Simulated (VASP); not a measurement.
Set up this calculation in VASP 6.6.1, as the native input.

| Item | Value |
| --- | --- |
| Task | single point |
| Functional | PBE |
| Dispersion | D3(BJ) |
| Potentials or basis | VASP PAW PBE potentials, release 64 (W_sv, S) |
| Cutoff | 520 eV |
| k mesh | 12 × 12 × 12 |
| Occupations | gaussian, width 0.02 eV |
| Spin | no spin polarisation |
| Dipole correction | no |
| Further INCAR settings | ALGO = Normal; EDIFF = 1e-07; NBANDS = 20 |

The structure of WS2 lies in POSCAR:

```
WS2
1.0
    1.5898617775      0.9179071252      6.5484558170
   -1.5898617775      0.9179071252      6.5484558170
    0.0000000000     -1.8358142504      6.5484558170
W S
1 2
Direct
    0.0006734059      0.0006734059      0.0006734059
    0.2540149969      0.2540149969      0.2540149969
    0.4140115971      0.4140115971      0.4140115971
```

These files were run (other wordings do the same):

INCAR

```
PREC = Accurate
ENCUT = 520
EDIFF = 1E-7
ISMEAR = 0
SIGMA = 0.02
LREAL = F
LASPH = T
NELM = 100
ALGO = Normal
ISIF = 2
LWAVE = F
LCHARG = F
GGA = PE
IVDW = 12
NBANDS = 20
```

KPOINTS

```
Automatic mesh
0
Gamma
  12 12 12
```

Potentials or basis: VASP PAW PBE potentials, release 64 (W_sv, S).

Launch:

```console
$ cat potpaw_PBE.64/W_sv/POTCAR potpaw_PBE.64/S/POTCAR > POTCAR
$ mpirun -np 1 vasp_std > vasp.out
```

Results of the run:

```
Pressure                   : -2.5 GPa
Band gap on the k mesh     : 1.30 eV (least direct gap 1.84 eV)
Dispersion energy per atom : -0.395 eV
```

Caveat: spin-orbit coupling is left out, which moves the levels of the heavy elements.

Run time: 24 min on 1 thread of Oxide Virtual Turin-like Processor, with other jobs on the host, peak memory 0.46 GiB.
